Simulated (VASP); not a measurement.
Input of a VASP 6.6.1 run:

The input INCAR:

```
SYSTEM = Mn
  ALGO = Normal
  EDIFF = 1E-7
  ENCUT = 520
  GGA = CA
  ISIF = 2
  ISMEAR = -1
  ISPIN = 2
  LASPH = .True.
  LCHARG = .True.
  LELF = .True.
  LMAXMIX = 4
  LORBIT = 11
  LREAL = .False.
  LVHAR = .True.
  LWAVE = .False.
  MAGMOM = 0.189
  NBANDS = 16
  NELM = 150
  PREC = Accurate
  SIGMA = 0.05
```

KPOINTS

```
k-points
0
Gamma
  18 18 18
  0 0 0
```

POSCAR

```
Mn
1.0
   -1.3991895865      1.3991895865      1.3991895865
    1.3991895865     -1.3991895865      1.3991895865
    1.3991895865      1.3991895865     -1.3991895865
Mn
1
Direct
    0.0000000000      0.0000000000      0.0000000000
```

Potentials or basis: VASP PAW LDA potentials, release 64 (Mn_pv).

The run is started by

```sh
$ cat potpaw_LDA.64/Mn_pv/POTCAR > POTCAR
$ mpirun -np 1 vasp_std > vasp.out
```

Question: What does it give for the net moment?

Answer: 0.00 μB per cell.

Question: Estimate the pressure.

Answer: -21.8 GPa.
